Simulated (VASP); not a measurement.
# ZnSe (P4/nmm) in VASP: further runs, part 2 of 2

VASP 6.6.1. The steps go on from the part before.

**4. Single point, LDA**

This run uses another cell than the first one, of 18.89 Å³/atom, 1.030 times its volume.

Input file INCAR:

```
ALGO = Normal ; EDIFF = 1E-6
ENCUT = 520 ; ISIF = 2
ISMEAR = 0 ; LASPH = True
LCHARG = True ; LELF = True
LREAL = False ; LVHAR = True
LWAVE = False ; NBANDS = 26
NELM = 100 ; PREC = Accurate
SIGMA = 0.05
```

Input file KPOINTS:

```
k-points
0
Gamma
  8 8 6
```

Input file POSCAR:

```
ZnSe
1.0
    4.0422000000      0.0000000000      0.0000000000
    0.0000000000      4.0422000000      0.0000000000
    0.0000000000      0.0000000000      4.6254000000
Zn Se
2 2
Direct
    0.0000000000      0.0000000000      0.0000000000
    0.5000000000      0.5000000000      0.0000000000
    0.0000000000      0.5000000000      0.2797006019
    0.5000000000      0.0000000000      0.7202993981
```

Potentials or basis: VASP PAW LDA potentials, release 64 (Zn, Se).

On the command line:

```
cat potpaw_LDA.64/Zn/POTCAR potpaw_LDA.64/Se/POTCAR > POTCAR
mpirun -np 1 vasp_std > vasp.out
```

OUTCAR:

```text
EDIFF = 1E-6
   ENCUT = 520
   ISIF = 2
   ISMEAR = 0
   LASPH = True
   LREAL = False
   NELM = 100
   PREC = Accurate

 ion  position               nearest neighbor table
   1  0.000  0.000  0.000-   3 2.40   4 2.40   3 2.40   4 2.40   2 2.86   2 2.86   2 2.86   2 2.86

   2  0.500  0.500  0.000-   3 2.40   4 2.40   4 2.40   3 2.40   1 2.86   1 2.86   1 2.86   1 2.86

   3  0.000  0.500  0.280-   1 2.40   2 2.40   1 2.40   2 2.40
   4  0.500  0.000  0.720-   1 2.40   2 2.40   2 2.40   1 2.40

  LATTYP: Found a simple tetragonal cell.
 ALAT       =     4.0422000000
 C/A-ratio  =     1.1442778685

  Lattice vectors:

 A1 = (   4.0422000000,   0.0000000000,   0.0000000000)
 A2 = (   0.0000000000,   4.0422000000,   0.0000000000)
 A3 = (   0.0000000000,   0.0000000000,   4.6254000000)

Analysis of symmetry for initial positions (statically):
=====================================================================
 Subroutine PRICEL returns:
[... 173 lines left out ...]
  free energy    TOTEN  =       -13.76576832 eV

  energy without entropy =      -13.76576832  energy(sigma->0) =      -13.76576832

 E-fermi :   3.4699     XC(G=0): -10.6328

 val. band max:        3.2556437191   @ k =   0.0000   0.0000   0.0000
 cond. band min:       3.9902908636   @ k =   0.0000   0.0000   0.0000
 fundamental gap:      0.7346471445
 Fermi energy:         3.4698983833

 k-point     1 :       0.0000    0.0000    0.0000
  band No.  band energies     occupation
      1     -11.2122      2.00000
      2      -9.3209      2.00000
      3      -4.3984      2.00000
      4      -4.3256      2.00000
      5      -4.2791      2.00000
      6      -4.2791      2.00000
[... 685 lines left out ...]
     25      12.6087      0.00000
     26      12.6087      0.00000

 [... further k-points ...]

------------------------ aborting loop because EDIFF is reached ----------------------------------------

  FORCE on cell =-STRESS in cart. coord.  units (eV):
  Direction    XX          YY          ZZ          XY          YZ          ZX
  --------------------------------------------------------------------------------------
  -------------------------------------------------------------------------------------
  Total        3.6172212      3.6172212      4.4997203      0.0000000      0.0000000      0.0000000
  in kB       76.6832930     76.6832930     95.3918357      0.0000000      0.0000000      0.0000000
  external PRESSURE =      82.9194739 kB  Pullay stress =       0.0000000 kB

 VOLUME and BASIS-vectors are now :
 -----------------------------------------------------------------------------
  energy-cutoff  :      520.00
  volume of cell :       75.58
      direct lattice vectors                 reciprocal lattice vectors
     4.042200000  0.000000000  0.000000000     0.247390035  0.000000000  0.000000000
     0.000000000  4.042200000  0.000000000     0.000000000  0.247390035  0.000000000
     0.000000000  0.000000000  4.625400000     0.000000000  0.000000000  0.216197518

 POSITION                                       TOTAL-FORCE (eV/Angst)
 -----------------------------------------------------------------------------------
      0.00000      0.00000      0.00000         0.000000     -0.000000     -0.000000
      2.02110      2.02110      0.00000        -0.000000      0.000000     -0.000000
      0.00000      2.02110      1.29373         0.000000      0.000000      1.431996
      2.02110      0.00000      3.33167         0.000000     -0.000000     -1.431996
 -----------------------------------------------------------------------------------
    total drift:                                0.000000      0.000000     -0.000000

  FREE ENERGIE OF THE ION-ELECTRON SYSTEM (eV)
  ---------------------------------------------------
  free  energy   TOTEN  =       -13.7657683185 eV

  energy  without entropy=      -13.7657683185  energy(sigma->0) =      -13.76576832
```

OSZICAR:

```text
N       E                     dE             d eps       ncg     rms          rms(c)
DAV:   1     0.237978350727E+03    0.23798E+03   -0.17174E+04  3128   0.169E+03
DAV:   2     0.850590545332E+01   -0.22947E+03   -0.21980E+03  3146   0.352E+02
DAV:   3    -0.140432025557E+02   -0.22549E+02   -0.22312E+02  3804   0.109E+02
DAV:   4    -0.144984237466E+02   -0.45522E+00   -0.45452E+00  3544   0.154E+01
DAV:   5    -0.145010918871E+02   -0.26681E-02   -0.26679E-02  3758   0.120E+00    0.949E+00
DAV:   6    -0.138212385120E+02    0.67985E+00   -0.15676E+00  4154   0.360E+01    0.727E+00
DAV:   7    -0.137760420058E+02    0.45197E-01   -0.69306E-01  3432   0.620E+00    0.281E+00
DAV:   8    -0.137671877665E+02    0.88542E-02   -0.94036E-03  3536   0.771E-01    0.695E-01
DAV:   9    -0.137657616234E+02    0.14261E-02   -0.21310E-03  4202   0.510E-01    0.123E-01
DAV:  10    -0.137657660067E+02   -0.43832E-05   -0.38333E-04  3362   0.167E-01    0.411E-02
DAV:  11    -0.137657704622E+02   -0.44555E-05   -0.42033E-05  3474   0.468E-02    0.154E-02
DAV:  12    -0.137657682116E+02    0.22505E-05   -0.10064E-05  3406   0.253E-02    0.834E-03
DAV:  13    -0.137657683185E+02   -0.10686E-06   -0.13216E-06  2216   0.165E-02
   1 F= -.13765768E+02 E0= -.13765768E+02  d E =-.779069E-12
```

Run time: 2.3 min. Hardware: 1 thread of Intel Xeon Platinum 8488C (Sapphire Rapids), shared host; peak memory 0.22 GiB.

Results:

* Free energy: -13.7658 eV
* Pressure: 8.3 GPa
* Largest force: 1.432 eV/Å
* Band gap on the k mesh: 0.73 eV, direct

Forces in eV/Å, atoms in the order of the input:
```
Zn   0.000  0.000  0.000
Zn   0.000  0.000  0.000
Se   0.000  0.000  1.432
Se   0.000  0.000 -1.432
```

Levels at points of the mesh, in eV from the valence-band top:
| k point | band 16 | band 17 | band 18 | band 19 | band 20 | band 21 |
| --- | --- | --- | --- | --- | --- | --- |
| (0.00, 0.00, 0.00) | -0.06 | -0.06 | 0.00 | 0.73 | 1.90 | 2.12 |
| (0.50, 0.00, 0.00) | -2.23 | -1.77 | -1.77 | 3.23 | 3.23 | 5.85 |
| (0.50, 0.50, 0.00) | -2.42 | -1.90 | -1.90 | 2.79 | 2.79 | 3.73 |
| (0.00, 0.00, 0.50) | -1.71 | -1.24 | -1.24 | 1.43 | 3.69 | 4.12 |
| (0.50, 0.00, 0.50) | -1.51 | -0.47 | -0.47 | 1.98 | 1.98 | 5.08 |
| (0.50, 0.50, 0.50) | -3.90 | -3.66 | -3.66 | 6.44 | 6.44 | 6.58 |

Caveat: forces of over 1 eV/Å act on the atoms, so gaps and moduli don't describe the material at rest.

**5. Overview**

| cell | gap on the mesh (eV) | pressure (GPa) | largest force (eV/Å) |
| --- | --- | --- | --- |
| a = 3.982, b = 3.982, c = 4.625 Å, 4 atoms | 0.86 | 12.0 | 1.83 |
| a = 3.863, b = 3.863, c = 4.941 Å, 4 atoms | 1.42 | 12.4 | 1.69 |
| a = 4.042, b = 4.042, c = 4.625 Å, 4 atoms | 0.73 | 8.3 | 1.43 |

Alike in all rows: task single point; level LDA; potentials or basis VASP PAW LDA potentials, release 64 (Zn, Se); no spin polarisation; k mesh 8 × 8 × 6; cutoff (eV) 520; smearing gaussian 0.05 eV.

Caveats: forces of over 1 eV/Å act on the atoms, so gaps and moduli don't describe the material at rest.

Absolute energies hang on the potentials; compare differences alone.
